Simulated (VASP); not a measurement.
# BP (I-4m2) in VASP: a series of runs, part 2 of 2

VASP 6.6.1. Earlier steps stand in the parts before.

## (3) Single point, r2SCAN (strain -0.040 along x and y, +0.040 along z)

POSCAR reads:

```
BP
1.0
    0.0000000000      2.1782400000      2.3597600000
    2.1782400000      0.0000000000      2.3597600000
    2.1782400000      2.1782400000      0.0000000000
B P
1 1
Direct
    0.0000000000      0.0000000000      0.0000000000
    0.7500000000      0.7500000000      0.7500000000
```

INCAR.step1 reads:

```
PREC     = Accurate       # precision mode
ENCUT    = 520            # plane-wave cutoff, eV
ISMEAR   = 0              # smearing method
SIGMA    = 0.05           # smearing width, eV
LREAL    = F              # projectors in reciprocal space
LASPH    = T              # aspherical terms in the spheres
NELM     = 60             # most SCF steps
NBANDS   = 11             # bands
GGA      = PE             # functional
ALGO     = Normal         # electronic algorithm
EDIFF    = 1E-4           # SCF threshold, eV
LWAVE    = T              # write WAVECAR
LCHARG   = F              # write CHGCAR
```

INCAR.step2 reads:

```
PREC     = Accurate       # precision mode
ENCUT    = 520            # plane-wave cutoff, eV
EDIFF    = 1E-7           # SCF threshold, eV
ISMEAR   = 0              # smearing method
SIGMA    = 0.05           # smearing width, eV
LREAL    = F              # projectors in reciprocal space
LASPH    = T              # aspherical terms in the spheres
NELM     = 60             # most SCF steps
ALGO     = Normal         # electronic algorithm
ISIF     = 2              # what is computed and relaxed
LWAVE    = F              # write WAVECAR
LCHARG   = F              # write CHGCAR
METAGGA  = R2SCAN         # meta-GGA
LMIXTAU  = T            
NBANDS   = 11             # bands
ISTART   = 1
```

KPOINTS reads:

```
regular mesh
0
Gamma
  10 10 10
```

Potentials or basis: VASP PAW PBE potentials, release 64 (B, P).

On the command line:

```bash
$ cat potpaw_PBE.64/B/POTCAR potpaw_PBE.64/P/POTCAR > POTCAR
$ cp INCAR.step1 INCAR
$ mpirun -np 1 vasp_std > vasp.out
$ cp INCAR.step2 INCAR
$ mpirun -np 1 vasp_std > vasp.out
```

OUTCAR:

```text
PREC = Accurate
   ENCUT = 520
   EDIFF = 1E-7
   ISMEAR = 0
   LREAL = F
   LASPH = T
   NELM = 60
   ISIF = 2
   METAGGA = R2SCAN
   ISTART = 1

 ion  position               nearest neighbor table
   1  0.000  0.000  0.000-   2 1.94   2 1.94   2 1.94   2 1.94
   2  0.750  0.750  0.750-   1 1.94   1 1.94   1 1.94   1 1.94

  LATTYP: Found a body centered tetragonal cell.
 ALAT       =     3.0804965501
 C/A-ratio  =     1.5320646926

  Lattice vectors:

 A1 = (  -2.1782400000,   0.0000000000,   2.3597600000)
 A2 = (   2.1782400000,   0.0000000000,   2.3597600000)
 A3 = (   0.0000000000,   2.1782400000,  -2.3597600000)

Analysis of symmetry for initial positions (statically):
=====================================================================
 Subroutine PRICEL returns:
 Original cell was already a primitive cell.

 Routine SETGRP: Setting up the symmetry group for a
 body centered tetragonal supercell.

 Subroutine GETGRP returns: Found  8 space group operations
 (whereof  8 operations were pure point group operations)
 out of a pool of 16 trial point group operations.

The static configuration has the point symmetry D_2d.

Analysis of symmetry for dynamics (positions and initial velocities):
=====================================================================
 Subroutine PRICEL returns:
 Original cell was already a primitive cell.

 Routine SETGRP: Setting up the symmetry group for a
 body centered tetragonal supercell.

 Subroutine GETGRP returns: Found  8 space group operations
 (whereof  8 operations were pure point group operations)
 out of a pool of 16 trial point group operations.

The dynamic configuration has the point symmetry D_2d.

 Subroutine INISYM returns: Found  8 space group operations
 (whereof  8 operations are pure point group operations),
 and found     1 'primitive' translations

----------------------------------------------------------------------------------------

                                     Primitive cell

  volume of cell :      22.3928

  direct lattice vectors                    reciprocal lattice vectors
     0.000000000  2.178240000  2.359760000    -0.229543117  0.229543117  0.211885955
     2.178240000  0.000000000  2.359760000     0.229543117 -0.229543117  0.211885955
     2.178240000  2.178240000  0.000000000     0.229543117  0.229543117 -0.211885955

  length of vectors
     3.211416627  3.211416627  3.080496550     0.387654154  0.387654154  0.387654154

  position of ions in fractional coordinates (direct lattice)
     0.000000000  0.000000000  0.000000000
     0.750000000  0.750000000  0.750000000

  ion indices of the primitive-cell ions
   primitive index   ion index
                 1           1
                 2           2

----------------------------------------------------------------------------------------

 KPOINTS: regular mesh

Automatic generation of k-mesh.
 Grid dimensions read from file:
 generate k-points for:   10   10   10

 Generating k-lattice:

  Cartesian coordinates                     Fractional coordinates (reciprocal lattice)
    -0.022954312  0.022954312  0.021188595     0.100000000  0.000000000  0.000000000
     0.022954312 -0.022954312  0.021188595     0.000000000  0.100000000  0.000000000
     0.022954312  0.022954312 -0.021188595     0.000000000  0.000000000  0.100000000

[... 38 lines left out ...]
   k-points           NKPTS =    102   k-points in BZ     NKDIM =    102   number of bands    NBANDS=     11
   number of dos      NEDOS =    301   number of ions     NIONS =      2
   total plane-waves  NPLWV =  13824
   dimension x,y,z NGX =    24 NGY =   24 NGZ =   24
   dimension x,y,z NGXF=    48 NGYF=   48 NGZF=   48
   ions per type =               1   1
   NGX,Y,Z   is equivalent  to a cutoff of  12.42, 12.42, 12.95 a.u.
   NGXF,Y,Z  is equivalent  to a cutoff of  24.85, 24.85, 25.90 a.u.
 SYSTEM =  unknown system
   PREC   = accura    normal or accurate (medium, high low for compatibility)
   ISTART =      1    job   : 0-new  1-cont  2-samecut
   ICHARG =      0    charge: 1-file 2-atom 10-const
   ISPIN  =      1    spin polarized calculation?
   LNONCOLLINEAR =      F non collinear calculations
   LSORBIT =      F    spin-orbit coupling
   LASPH  =      T    aspherical Exc in radial PAW
   ENCUT  =  520.0 eV  38.22 Ry    6.18 a.u.   5.97  5.97  5.73*2*pi/ulx,y,z
   NELM   =     60;   NELMIN=  2; NELMDL=  0     # of ELM steps
   EDIFF  = 0.1E-06   stopping-criterion for ELM
   LREAL  =      F    real-space projection
   EDIFFG = 0.1E-05   stopping-criterion for IOM
   NSW    =      0    number of steps for IOM
   IBRION =     -1    ionic relax: 0-MD 1-quasi-New 2-CG
   NFREE  =      0    steps in history (QN), initial steepest desc. (CG)
   ISIF   =      2    stress and relaxation
   ISYM   =      2    0-nonsym 1-usesym 2-fastsym
   POTIM  = 0.5000    time-step for ionic-motion
   TEBEG  =    0.0;   TEEND  =   0.0 temperature during run
   PSTRESS=    0.0 pullay stress
   NELECT =       8.0000    total number of electrons
   NUPDOWN=      -1.0000    fix difference up-down
   EMIN   =  10.00;   EMAX   =-10.00  energy-range for DOS
   EFERMI =   0.00;   METHOD = LEGACY
   ISMEAR =     0;   SIGMA  =   0.05  broadening in eV -4-tet -1-fermi 0-gaus
   EFERMI_NEDOS =   21; number of points for ismear=-14 and -15
   IALGO  =     38    algorithm
   IMIX   =      4    mixing-type and parameters
     AMIX     =   0.40;   BMIX     =  1.00
     AMIX_MAG =   1.60;   BMIX_MAG =  1.00
  volume/ion in A,a.u.               =      11.20        75.56
  Fermi-wavevector in a.u.,A,eV,Ry     =   1.161632  2.195165 18.359536  1.349388
  Thomas-Fermi vector in A             =   2.298201
   LORBIT       =      0    0 simple, 1 ext, 2 COOP (PROOUT), +10 PAW based schemes
   METAGGA = R2SCAN    functional components
   LHFCALC =     F    Hartree Fock is set to
   AEXX    =    0.0000 exact exchange contribution
   IVDW    =     0    specifies the selected vdW correction
   LEPSILON=     F    determine dielectric tensor
   LRPA    =     F    only Hartree local field effects (RPA)
 non-spin polarized calculation
 Gauss-broadening in eV      SIGMA  =   0.05
  energy-cutoff  :      520.00
  volume of cell :       22.39
 maximum number of plane-waves:       636
   NGX = 11   NGY = 11   NGZ = 11

 number of electron       8.0000001 magnetization

 Free energy of the ion-electron system (eV)
  ---------------------------------------------------
  ext. energy  EPLUGINS =         0.00000000
  ---------------------------------------------------
  free energy    TOTEN  =       -17.19614392 eV

  energy without entropy =      -17.19614392  energy(sigma->0) =      -17.19614392

 E-fermi :   8.5070     XC(G=0): -11.6998

 val. band max:        8.2305079116   @ k =   0.0000   0.0000   0.0000
 cond. band min:       8.9683037084   @ k =   0.4000   0.0000   0.4000
 fundamental gap:      0.7377957967
 Fermi energy:         8.5070300059

 k-point     1 :       0.0000    0.0000    0.0000
  band No.  band energies     occupation
      1      -8.7467      2.00000
      2       7.2928      2.00000
      3       8.2305      2.00000
      4       8.2305      2.00000
      5      11.5039      0.00000
      6      11.5039      0.00000
      7      11.9678      0.00000
      8      16.4332      0.00000
      9      19.4608      0.00000
     10      20.6896      0.00000
     11      21.8509      0.00000
[... 309 lines left out ...]
 k-point    24 :       0.4000    0.3000    0.0000
  band No.  band energies     occupation
      1      -5.8273      2.00000
      2       0.7523      2.00000
      3       3.8158      2.00000
      4       4.6493      2.00000
      5      10.6312      0.00000
      6      12.4687      0.00000
      7      18.2271      0.00000
      8      18.4214      0.00000
      9      22.7455      0.00000
     10      24.5780      0.00000
     11      26.1128      0.00000

 [... further k-points ...]

------------------------ aborting loop because EDIFF is reached ----------------------------------------

  FORCE on cell =-STRESS in cart. coord.  units (eV):
  Direction    XX          YY          ZZ          XY          YZ          ZX
  --------------------------------------------------------------------------------------
  -------------------------------------------------------------------------------------
  Total        2.2113897      2.2113897     -1.5065805      0.0000000      0.0000000      0.0000000
  in kB      158.2218905    158.2218905   -107.7937638      0.0000000      0.0000000      0.0000000
  external PRESSURE =      69.5500057 kB  Pullay stress =       0.0000000 kB

 VOLUME and BASIS-vectors are now :
 -----------------------------------------------------------------------------
  energy-cutoff  :      520.00
  volume of cell :       22.39
      direct lattice vectors                 reciprocal lattice vectors
     0.000000000  2.178240000  2.359760000    -0.229543117  0.229543117  0.211885955
     2.178240000  0.000000000  2.359760000     0.229543117 -0.229543117  0.211885955
     2.178240000  2.178240000  0.000000000     0.229543117  0.229543117 -0.211885955

 POSITION                                       TOTAL-FORCE (eV/Angst)
 -----------------------------------------------------------------------------------
      0.00000      0.00000      0.00000         0.000000      0.000000     -0.000000
      3.26736      3.26736      3.53964        -0.000000     -0.000000      0.000000
 -----------------------------------------------------------------------------------
    total drift:                               -0.000000     -0.000000     -0.000000

  FREE ENERGIE OF THE ION-ELECTRON SYSTEM (eV)
  ---------------------------------------------------
  free  energy   TOTEN  =       -17.1961439158 eV

  energy  without entropy=      -17.1961439158  energy(sigma->0) =      -17.19614392
```

Wall time 1.7 min (1 thread of Intel Xeon 8259CL, shared host); peak memory 0.15 GiB.

What came out:

- Free energy: -17.1961 eV
- Pressure: 7.0 GPa
- Band gap on the k mesh: 0.74 eV (least direct gap 3.27 eV)

Caveat: the cell differs from its parent crystal (strain -0.040 along x and y, +0.040 along z); the stress differs along the axes, from -11 to 16 GPa; semilocal functionals underestimate gaps, and a narrow one can read as zero; the PAW data sets were made with another functional, which shifts forces and pressure a little.

## (4) Single point, r2SCAN (strain -0.040 along x and y, +0.080 along z)

POSCAR reads:

```
BP
1.0
    0.0000000000      2.1782400000      2.4505200000
    2.1782400000      0.0000000000      2.4505200000
    2.1782400000      2.1782400000      0.0000000000
B P
1 1
Direct
    0.0000000000      0.0000000000      0.0000000000
    0.7500000000      0.7500000000      0.7500000000
```

INCAR.step1 reads:

```
PREC = Accurate
ENCUT = 520
ISMEAR = 0
SIGMA = 0.05
LREAL = False
LASPH = True
NELM = 100
NBANDS = 11
GGA = PE
ALGO = Normal
EDIFF = 1E-4
LWAVE = True
LCHARG = False
```

INCAR.step2 reads:

```
PREC = Accurate
ENCUT = 520
EDIFF = 1E-7
ISMEAR = 0
SIGMA = 0.05
LREAL = False
LASPH = True
NELM = 100
ALGO = Normal
ISIF = 2
LWAVE = False
LCHARG = True
METAGGA = R2SCAN
LMIXTAU = True
LELF = True
LVHAR = True
NBANDS = 11
ISTART = 1
```

KPOINTS is that of step 3.

On the command line:

```bash
$ cat potpaw_PBE.64/B/POTCAR potpaw_PBE.64/P/POTCAR > POTCAR
$ cp INCAR.step1 INCAR
$ mpirun -np 1 vasp_std > vasp.out
$ cp INCAR.step2 INCAR
$ mpirun -np 1 vasp_std > vasp.out
```

It took 2 min on 1 thread of Intel Xeon 8259CL, shared host; peak memory 0.16 GiB.

Results (log left out):

- Free energy: -17.0966 eV
- Pressure: 0.1 GPa
- Band gap on the k mesh: 0.49 eV (least direct gap 3.02 eV)

Stress tensor (GPa, compression positive):
```
 13.20   0.00   0.00
  0.00  13.20   0.00
  0.00   0.00 -26.19
```

Levels at points of the mesh, in eV from the valence-band top:
```csv
k point,band 1,band 2,band 3,band 4,band 5,band 6,band 7,band 8
"(0.00, 0.00, 0.00)",-16.79,-1.41,0.00,0.00,3.02,3.02,3.69,7.17
"(0.50, 0.00, 0.00)",-13.25,-10.00,-3.20,-1.46,2.40,5.18,5.32,10.60
"(0.50, 0.50, 0.00)",-12.40,-10.32,-3.92,-3.92,1.99,2.65,12.57,12.57
"(0.50, 0.00, 0.50)",-11.17,-9.25,-5.33,-5.07,0.67,0.89,10.86,13.15
```

Caveat: the cell differs from its parent crystal (strain -0.040 along x and y, +0.080 along z); the stress differs along the axes, from -26 to 13 GPa; semilocal functionals underestimate gaps, and a narrow one can read as zero; the PAW data sets were made with another functional, which shifts forces and pressure a little. A k mesh can miss the band edges.

## (5) Single point, r2SCAN (strain +0.040 along x and y, -0.080 along z)

POSCAR reads:

```
BP
1.0
    0.0000000000      2.3597600000      2.0874800000
    2.3597600000      0.0000000000      2.0874800000
    2.3597600000      2.3597600000      0.0000000000
B P
1 1
Direct
    0.0000000000      0.0000000000      0.0000000000
    0.7500000000      0.7500000000      0.7500000000
```

INCAR.step1 reads:

```
SYSTEM = BP
ALGO = Normal
EDIFF = 1E-4
ENCUT = 520
GGA = PE
ISMEAR = 0
LASPH = .TRUE.
LCHARG = .FALSE.
LREAL = .FALSE.
LWAVE = .TRUE.
NBANDS = 11
NELM = 80
PREC = Accurate
SIGMA = 0.05
```

INCAR.step2 reads:

```
SYSTEM = BP
ALGO = Normal
EDIFF = 1E-6
ENCUT = 520
ISIF = 2
ISMEAR = 0
ISTART = 1
LASPH = .TRUE.
LCHARG = .FALSE.
LMIXTAU = .TRUE.
LREAL = .FALSE.
LWAVE = .FALSE.
METAGGA = R2SCAN
NBANDS = 11
NELM = 80
PREC = Accurate
SIGMA = 0.05
```

KPOINTS reads:

```
k-points
0
G
  10 10 10
  0 0 0
```

On the command line:

```bash
$ cat potpaw_PBE.64/B/POTCAR potpaw_PBE.64/P/POTCAR > POTCAR
$ cp INCAR.step1 INCAR
$ mpirun -np 1 vasp_std > vasp.out
$ cp INCAR.step2 INCAR
$ mpirun -np 1 vasp_std > vasp.out
```

It took 1.9 min on 1 thread of Intel Xeon 8259CL, shared host; peak memory 0.16 GiB.

It converged, with:

| Item | Value |
| --- | --- |
| Free energy | -17.1245 eV |
| Pressure | -0.1 GPa |
| Band gap on the k mesh | zero (bands 4 and 5 overlap by 0.43 eV) |

Stress tensor (GPa, compression positive):
```
-9.91  0.00  0.00
 0.00 -9.91  0.00
 0.00  0.00 19.53
```

Levels at points of the mesh, in eV from the Fermi level:
| k point | band 1 | band 2 | band 3 | band 4 | band 5 | band 6 | band 7 | band 8 | band 9 |
| --- | --- | --- | --- | --- | --- | --- | --- | --- | --- |
| (0.00, 0.00, 0.00) | -16.64 | -0.70 | -0.70 | 0.43 | 2.89 | 3.67 | 3.67 | 7.58 | 10.70 |
| (0.50, 0.00, 0.00) | -13.09 | -9.85 | -2.95 | -1.47 | 2.92 | 4.09 | 6.29 | 10.83 | 13.69 |
| (0.50, 0.50, 0.00) | -10.62 | -8.67 | -5.52 | -5.52 | 0.28 | 0.44 | 12.65 | 12.65 | 16.77 |
| (0.50, 0.00, 0.50) | -11.84 | -9.85 | -4.28 | -4.05 | 1.78 | 2.24 | 11.13 | 13.19 | 14.42 |

Caveat: the cell differs from its parent crystal (strain +0.040 along x and y, -0.080 along z); the stress differs along the axes, from -10 to 20 GPa; semilocal functionals underestimate gaps, and a narrow one can read as zero; the PAW data sets were made with another functional, which shifts forces and pressure a little.

## (6) Overview

| cell | gap on the mesh (eV) | pressure (GPa) |
| --- | --- | --- |
| a = 3.083, b = 3.083, c = 3.209 Å, angles 58.6, 58.6, 62.7°, 2 atoms | none | 15.5 |
| a = 3.211, b = 3.211, c = 3.080 Å, angles 61.3, 61.3, 57.3°, 2 atoms | 0.74 | 7.0 |
| a = 3.279, b = 3.279, c = 3.080 Å, angles 62.0, 62.0, 56.0°, 2 atoms | 0.49 | 0.1 |
| a = 3.151, b = 3.151, c = 3.337 Å, angles 58.0, 58.0, 64.0°, 2 atoms | none | -0.1 |

Alike in all rows: task single point; level r2SCAN; potentials or basis VASP PAW PBE potentials, release 64 (B, P); no spin polarisation; k mesh 10 × 10 × 10; cutoff (eV) 520; smearing gaussian 0.05 eV.

Caveats: semilocal functionals underestimate gaps, and a narrow one can read as zero; the PAW data sets were made with another functional, which shifts forces and pressure a little; the stress differs along the axes, from 8 to 30 GPa (at least some runs); the stress differs along the axes, from -11 to 16 GPa (at least some runs); the stress differs along the axes, from -26 to 13 GPa (at least some runs); the stress differs along the axes, from -10 to 20 GPa (at least some runs).

Total energies depend on the potentials used, so only differences within one code and one set of settings carry meaning.

The gap in the log of VASP goes by the Fermi energy; the results here count the filled bands.